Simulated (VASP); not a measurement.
# Hg (P6/mmm) in VASP: further runs, part 2 of 2

VASP 6.6.1. The steps go on from the part before.

## (3) Single point, PBE+D3(BJ) (24.93 Å³/atom)

This run uses another cell than the first one, of 24.93 Å³/atom.

INCAR reads:

```
PREC = Accurate
ENCUT = 520
EDIFF = 1E-6
ISMEAR = 0
SIGMA = 0.1
LREAL = F
LASPH = T
NELM = 60
ALGO = Fast
ISIF = 2
LWAVE = F
LCHARG = T
GGA = PE
IVDW = 12
LELF = T
LVHAR = T
NBANDS = 25
```

KPOINTS reads:

```
regular mesh
0
Gamma
  9 9 14
```

POSCAR reads:

```
Hg
1.0
    5.2723348463      0.0000000000      0.0000000000
   -2.6361674232      4.5659759142      0.0000000000
    0.0000000000      0.0000000000      3.1071988655
Hg
3
Direct
    0.3333333333      0.6666666667      0.5000000000
    0.0000000000      0.0000000000      0.0000000000
    0.6666666667      0.3333333333      0.5000000000
```

Potentials or basis: VASP PAW PBE potentials, release 64 (Hg).

Command:

```console
> cat potpaw_PBE.64/Hg/POTCAR > POTCAR
> mpirun -np 1 vasp_std > vasp.out
```

OUTCAR:

```text
PREC = Accurate
   ENCUT = 520
   EDIFF = 1E-6
   ISMEAR = 0
   LREAL = F
   LASPH = T
   NELM = 60
   ISIF = 2
   GGA = PE
   IVDW = 12
 IVDW          = 12

 ion  position               nearest neighbor table
   1  0.333  0.667  0.500-   3 3.04   3 3.04   3 3.04   2 3.42   2 3.42   2 3.42   2 3.42   2 3.42
                             2 3.42
   2  0.000  0.000  0.000-   1 3.42   3 3.42   1 3.42   3 3.42   3 3.42   3 3.42   1 3.42   1 3.42
                             3 3.42   3 3.42   1 3.42   1 3.42
   3  0.667  0.333  0.500-   1 3.04   1 3.04   1 3.04   2 3.42   2 3.42   2 3.42   2 3.42   2 3.42
[... 877 lines left out ...]
  FORCE on cell =-STRESS in cart. coord.  units (eV):
  Direction    XX          YY          ZZ          XY          YZ          ZX
  --------------------------------------------------------------------------------------
  -------------------------------------------------------------------------------------
  Total       0.53800     0.53800     0.57670    -0.00000    -0.00000     0.00000
  in kB      11.52347    11.52347    12.35240    -0.00000    -0.00000     0.00000
  external pressure =       11.80 kB  Pullay stress =        0.00 kB

 VOLUME and BASIS-vectors are now :
 -----------------------------------------------------------------------------
  energy-cutoff  :      520.00
  volume of cell :       74.80
      direct lattice vectors                 reciprocal lattice vectors
     5.272334846  0.000000000  0.000000000     0.189669289  0.109505615  0.000000000
    -2.636167423  4.565975914  0.000000000     0.000000000  0.219011230  0.000000000
     0.000000000  0.000000000  3.107198866     0.000000000  0.000000000  0.321833279

 POSITION                                       TOTAL-FORCE (eV/Angst)
 -----------------------------------------------------------------------------------
     -0.00000      3.04398      1.55360         0.000000      0.000000     -0.000000
      0.00000      0.00000      0.00000        -0.000000      0.000000     -0.000000
      2.63617      1.52199      1.55360        -0.000000     -0.000000      0.000000
 -----------------------------------------------------------------------------------
    total drift:                                0.000000     -0.000000      0.000000

  FREE ENERGIE OF THE ION-ELECTRON SYSTEM (eV)
  ---------------------------------------------------
  free  energy   TOTEN  =        -1.6731687624 eV

  energy  without entropy=       -1.6716621121  energy(sigma->0) =       -1.67241544
```

OSZICAR:

```text
N       E                     dE             d eps       ncg     rms          rms(c)
DAV:   1     0.293757146469E+03    0.29376E+03   -0.18516E+04  4816   0.139E+03
DAV:   2     0.746575021530E+01   -0.28629E+03   -0.27100E+03  4876   0.366E+02
DAV:   3    -0.470921280045E+00   -0.79367E+01   -0.78983E+01  5702   0.675E+01
DAV:   4    -0.490625842709E+00   -0.19705E-01   -0.19695E-01  5231   0.301E+00
DAV:   5    -0.490655270758E+00   -0.29428E-04   -0.29428E-04  5676   0.119E-01    0.553E+00
RMM:   6    -0.416530406592E+00    0.74125E-01   -0.18303E-01  4845   0.327E+00    0.416E+00
RMM:   7    -0.411955367512E+00    0.45750E-02   -0.43530E-02  4982   0.127E+00    0.147E+00
RMM:   8    -0.411685883210E+00    0.26948E-03   -0.61106E-03  5029   0.830E-01    0.101E-01
RMM:   9    -0.411725958096E+00   -0.40075E-04   -0.24690E-04  5276   0.124E-01    0.385E-02
RMM:  10    -0.411766074756E+00   -0.40117E-04   -0.76202E-05  5130   0.903E-02    0.210E-02
RMM:  11    -0.411764234128E+00    0.18406E-05   -0.97582E-06  5302   0.243E-02    0.227E-03
RMM:  12    -0.411764362044E+00   -0.12792E-06   -0.50966E-07  3201   0.630E-03
   1 F= -.16731688E+01 E0= -.16724154E+01  d E =-.150665E-02
```

stdout:

```text
POSCAR found type information on POSCAR Hg
 POSCAR found :  1 types and       3 ions
 scaLAPACK will be used
 LDA part: xc-table for (Slater+PW92), standard interpolation
 POSCAR, INCAR and KPOINTS ok, starting setup
 FFT: planning ... GRIDC
 FFT: planning ... GRID_SOFT
 FFT: planning ... GRID
 WAVECAR not read
 entering main loop
```

It took 2.8 min on 1 thread of Intel Xeon Platinum 8259CL at 2.50GHz (Skylake/Cascade Lake), shared host; peak memory 0.29 GiB.

What came out:

| Quantity | Value |
| --- | --- |
| Free energy | -1.6732 eV |
| Pressure | 1.2 GPa |
| Band gap on the k mesh | zero (bands 18 and 19 overlap by 3.93 eV) |
| Dispersion energy per atom | -0.420 eV |

Stress tensor (GPa, compression positive):
```
1.15 0.00 0.00
0.00 1.15 0.00
0.00 0.00 1.24
```

Caveat: spin-orbit coupling is left out, which moves the levels of the heavy elements.

## (4) Single point, PBE+D3(BJ) (27.25 Å³/atom)

This run uses another cell than the first one, of 27.25 Å³/atom.

INCAR reads:

```
  PREC = Accurate
  ENCUT = 520
  EDIFF = 1E-7
  ISMEAR = 0
  SIGMA = 0.1
  LREAL = False
  LASPH = True
  NELM = 80
  ALGO = Fast
  ISIF = 2
  LWAVE = False
  LCHARG = True
  GGA = PE
  IVDW = 12
  LELF = True
  LVHAR = True
  NBANDS = 25
```

KPOINTS reads:

```
Automatic mesh
0
Gamma
  9 9 14
```

POSCAR reads:

```
Hg
1.0
    5.4305984943      0.0000000000      0.0000000000
   -2.7152992472      4.7030362538      0.0000000000
    0.0000000000      0.0000000000      3.2004699953
Hg
3
Direct
    0.3333333333      0.6666666667      0.5000000000
    0.0000000000      0.0000000000      0.0000000000
    0.6666666667      0.3333333333      0.5000000000
```

Command:

```console
> cat potpaw_PBE.64/Hg/POTCAR > POTCAR
> mpirun -np 1 vasp_std > vasp.out
```

Run time: 2.4 min. Hardware: 1 thread of Intel Xeon Platinum 8259CL at 2.50GHz (Skylake/Cascade Lake), shared host; peak memory 0.3 GiB.

The run converged. Its results:

```yaml
Free_energy: -1.6745 eV
Pressure: -1.0 GPa
Band_gap_on_the_k_mesh: zero (bands 18 and 19 overlap by 2.98 eV)
Dispersion_energy_per_atom: -0.385 eV
```

Stress tensor (GPa, compression positive):
```
-1.00  0.00  0.00
 0.00 -1.00  0.00
 0.00  0.00 -0.91
```

Levels at points of the mesh, in eV from the Fermi level:
```tsv
k point	band 15	band 16	band 17	band 18	band 19	band 20	band 21	band 22
(0.00, 0.00, 0.00)	-5.76	-5.76	-1.41	-1.04	1.80	1.80	1.87	1.87
(0.00, 0.00, 0.50)	-5.52	-3.27	-2.73	2.05	2.96	3.22	3.63	4.04
```

Caveat: spin-orbit coupling is left out, which moves the levels of the heavy elements.

## (5) Single point, PBE+D3(BJ) (28.28 Å³/atom)

This run uses another cell than the first one, of 28.28 Å³/atom.

INCAR reads:

```
SYSTEM = Hg
ALGO = Fast
EDIFF = 1E-7
ENCUT = 520
GGA = PE
ISIF = 2
ISMEAR = 0
IVDW = 12
LASPH = .TRUE.
LCHARG = .TRUE.
LELF = .TRUE.
LREAL = .FALSE.
LVHAR = .TRUE.
LWAVE = .FALSE.
NBANDS = 25
NELM = 100
PREC = Accurate
SIGMA = 0.1
```

KPOINTS reads:

```
k-points
0
G
  9 9 14
  0 0 0
```

POSCAR reads:

```
Hg
1.0
    5.4801035365      0.0000000000      0.0000000000
   -2.7400517682      4.7459088780      0.0000000000
    0.0000000000      0.0000000000      3.2615079549
Hg
3
Direct
    0.3333333333      0.6666666667      0.5000000000
    0.0000000000      0.0000000000      0.0000000000
    0.6666666667      0.3333333333      0.5000000000
```

Command:

```console
> cat potpaw_PBE.64/Hg/POTCAR > POTCAR
> mpirun -np 1 vasp_std > vasp.out
```

It took 2.9 min on 1 thread of Intel Xeon Platinum 8259CL at 2.50GHz (Skylake/Cascade Lake), shared host; peak memory 0.31 GiB.

Results (log left out):

* Free energy: -1.6529 eV
* Pressure: -1.4 GPa
* Band gap on the k mesh: zero (bands 18 and 19 overlap by 2.58 eV)
* Dispersion energy per atom: -0.372 eV

Levels at points of the mesh, in eV from the Fermi level:
| k point | band 14 | band 15 | band 16 | band 17 | band 18 | band 19 | band 20 | band 21 | band 22 | band 23 |
| --- | --- | --- | --- | --- | --- | --- | --- | --- | --- | --- |
| (0.00, 0.00, 0.00) | -6.15 | -5.73 | -5.73 | -1.42 | -1.04 | 1.86 | 1.86 | 1.93 | 1.93 | 7.76 |
| (0.00, 0.00, 0.50) | -5.81 | -5.52 | -3.33 | -2.72 | 1.81 | 2.86 | 3.20 | 3.66 | 3.98 | 3.98 |

Caveat: spin-orbit coupling is left out, which moves the levels of the heavy elements.

## (6) Single point, PBE+D3(BJ)

This run uses another cell than the first one, of 23.03 Å³/atom.

INCAR reads:

```
SYSTEM = Hg
PREC = Accurate
ENCUT = 500
EDIFF = 1E-6
ISMEAR = 0
SIGMA = 0.1
LREAL = .FALSE.
LASPH = .TRUE.
NELM = 120
ALGO = Normal
ISIF = 2
LWAVE = .FALSE.
LCHARG = .FALSE.
GGA = PE
IVDW = 12
NBANDS = 37
GGA_COMPAT = .FALSE.
```

KPOINTS reads:

```
regular mesh
0
G
  6 6 6
  0 0 0
```

POSCAR reads:

```
Hg
1.0
    4.5400000000      0.0000000000      0.0000000000
   -2.2700000000      3.9317553332      0.0000000000
    0.0000000000      0.0000000000      3.8700000000
Hg
3
Direct
    0.3333333333      0.6666666667      0.5000000000
    0.0000000000      0.0000000000      0.0000000000
    0.6666666667      0.3333333333      0.5000000000
```

Potentials or basis: VASP PAW PBE potentials, release 64 (Hg_sv_GW).

Command:

```console
> cat potpaw_PBE.64/Hg_sv_GW/POTCAR > POTCAR
> mpirun -np 1 vasp_std > vasp.out
```

Wall time 36 s (1 thread of Intel Xeon 6975P-C (Granite Rapids), shared host); peak memory 0.23 GiB.

It converged, with:

```yaml
Free_energy: -0.9218 eV
Pressure: 8.5 GPa
Band_gap_on_the_k_mesh: zero (bands 30 and 31 overlap by 6.09 eV)
Dispersion_energy_per_atom: -0.457 eV
```

Stress tensor (GPa, compression positive):
```
12.69  0.00  0.00
 0.00 12.69  0.00
 0.00  0.00  0.03
```

Levels at points of the mesh, in eV from the Fermi level:
```tsv
k point	band 27	band 28	band 29	band 30	band 31	band 32	band 33	band 34
(0.00, 0.00, 0.00)	-5.96	-5.96	0.41	1.95	2.64	3.62	3.62	3.88
(0.50, 0.00, 0.00)	-5.91	-5.75	-5.00	-0.64	0.33	6.11	6.16	7.04
(0.00, 0.00, 0.50)	-6.08	-6.08	-5.18	4.23	4.24	4.24	4.76	5.34
(0.50, 0.00, 0.50)	-6.04	-3.94	-3.11	-2.30	-1.21	2.34	3.48	3.90
```

Caveat: the cell stands under pressure; spin-orbit coupling is left out, which moves the levels of the heavy elements.

## (7) Overview

| potentials or basis | cell | k mesh | cutoff (eV) | gap on the mesh (eV) | pressure (GPa) |
| --- | --- | --- | --- | --- | --- |
| VASP PAW PBE potentials, release 64 (Hg) | a = 5.217, b = 5.217, c = 3.075 Å, angles 90.0, 90.0, 120.0°, 3 atoms | 9 × 9 × 14 | 520 | none | 2.3 |
| VASP PAW PBE potentials, release 64 (Hg) | a = 5.272, b = 5.272, c = 3.107 Å, angles 90.0, 90.0, 120.0°, 3 atoms | 9 × 9 × 14 | 520 | none | 1.2 |
| VASP PAW PBE potentials, release 64 (Hg) | a = 5.431, b = 5.431, c = 3.200 Å, angles 90.0, 90.0, 120.0°, 3 atoms | 9 × 9 × 14 | 520 | none | -1.0 |
| VASP PAW PBE potentials, release 64 (Hg) | a = 5.480, b = 5.480, c = 3.262 Å, angles 90.0, 90.0, 120.0°, 3 atoms | 9 × 9 × 14 | 520 | none | -1.4 |
| VASP PAW PBE potentials, release 64 (Hg_sv_GW) | a = 4.540, b = 4.540, c = 3.870 Å, angles 90.0, 90.0, 120.0°, 3 atoms | 6 × 6 × 6 | 500 | none | 8.5 |

Alike in all rows: task single point; level PBE+D3(BJ); no spin polarisation; smearing gaussian 0.1 eV.

Caveats: spin-orbit coupling is left out, which moves the levels of the heavy elements; the cell stands under pressure (at least some runs).

Total energies depend on the potentials used, so only differences within one code and one set of settings carry meaning.
